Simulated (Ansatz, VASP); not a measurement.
Two plane-wave programs on NaHgI2

```
CELL_PARAMETERS angstrom
4.37384 0.00000 0.00000
0.00000 4.37384 0.00000
0.00000 0.00000 35.46776
ATOMIC_POSITIONS crystal
Na 0.00000 0.00000 0.26785
Hg 0.50000 0.50000 0.26785
I 0.00000 0.00000 0.18580
I 0.00000 0.00000 0.34989
```

Alike in both runs: functional PBE; k mesh 12 × 12 × 1; occupations gaussian, width 0.1 eV; no spin polarisation.

Ansatz relaxed the structure, and its values are those at the end. VASP's run is a single point on that final structure, the one shown.

|  | VASP | Ansatz |
| --- | --- | --- |
| version | VASP 6.6.1 | Ansatz 0.2.0 |
| potentials or method | VASP PAW PBE potentials, release 64 (Na_pv, Hg, I), cutoff 520 eV | scalar-relativistic, plane waves, PAW |
| valence electrons in the cell | 33 | 63 |

|  | VASP | Ansatz | Ansatz less VASP |
| --- | --- | --- | --- |
| gap on the k mesh at the Fermi level (eV) | none | none | - |
| rms of the force components (eV/Å) | 0.004 | 0.002 | -0.0022 |

A gap of «none» marks a metal or a gap that the smearing closes. The functional is the same, so the differences come from potentials, cutoffs and numerics. VASP's potentials hold 33 valence electrons a cell and Ansatz's 63, so a difference there can come from the potentials and not from the codes. Ansatz's warnings: slab cell height set, xc potential rough in thin density.

Neither program's run includes spin-orbit coupling.
